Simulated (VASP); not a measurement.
**TePb: single point with PBE**

Crystal: TePb.

```
Pb Te
1.0
     0.00000    3.39757    3.39757
     3.39757    0.00000    3.39757
     3.39757    3.39757    0.00000
Pb Te
1 1
Direct
  0.00000 0.00000 0.00000
  0.50000 0.50000 0.50000
```

This cell differs from its parent crystal: strain +4.0%.

```
Program             : VASP 6.6.1
Task                : single point
Functional          : PBE
Potentials or basis : VASP PAW PBE potentials, release 64 (Pb_d, Te)
Cutoff              : 520 eV
k mesh              : 8 × 8 × 8
Occupations         : fermi-dirac, width 0.02 eV
Spin                : no spin polarisation
```

| Property | Result |
| --- | --- |
| Pressure | -3.1 GPa |
| Band gap on the k mesh | 0.98 eV, direct |

Levels at points of the mesh, in eV from the valence-band top:
```csv
k point,band 7,band 8,band 9,band 10,band 11,band 12,band 13,band 14
"(0.00, 0.00, 0.00)",-5.95,-0.82,-0.82,-0.82,3.87,3.87,3.87,6.11
"(0.50, 0.00, 0.00)",-7.93,-0.45,-0.45,0.00,0.98,1.58,1.58,8.21
"(0.50, 0.50, 0.00)",-7.11,-3.40,-2.00,-2.00,3.90,4.93,4.93,5.87
```

Run time: 43 s on 1 thread of Intel Xeon 6975P-C (shared host), peak memory 0.23 GiB.

Caveat: the cell differs from its parent crystal (strain +4.0%); spin-orbit coupling is left out, which moves the levels of the heavy elements. A k mesh can miss the band edges.
